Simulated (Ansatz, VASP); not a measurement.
## Two plane-wave programs on TaBiO

```
CELL_PARAMETERS angstrom
3.26544 0.00000 0.00000
0.00000 3.26544 0.00000
0.00000 0.00000 6.02074
ATOMIC_POSITIONS crystal
Ta 0.00000 0.00000 0.00000
Bi 0.00000 0.00000 0.50000
O 0.50000 0.50000 0.50000
```

Alike in both runs: functional PBE; k mesh 4 × 4 × 3; occupations gaussian, width 0.15 eV; no spin polarisation.

Ansatz relaxed the structure, and its values are those at the end. VASP's run is a single point on that final structure, the one shown.

|  | VASP | Ansatz |
| --- | --- | --- |
| version | VASP 6.6.1 | Ansatz 0.2.0 |
| potentials or method | VASP PAW PBE potentials, release 64 (Ta_pv, Bi_d, O), cutoff 600 eV | scalar-relativistic, plane waves, PAW |
| valence electrons in the cell | 32 | 34 |

```csv
,VASP,Ansatz,Ansatz less VASP
gap on the k mesh at the Fermi level (eV),none,none,-
pressure (GPa),-0.1,-0.1,-0.02
```

A gap of «none» marks a metal or a gap that the smearing closes. The functional is the same, so the differences come from potentials, cutoffs and numerics. VASP's potentials hold 32 valence electrons a cell and Ansatz's 34, so a difference there can come from the potentials and not from the codes.

The k mesh is coarse, so the values compare programs but aren't converged. Spin-orbit coupling is off throughout.
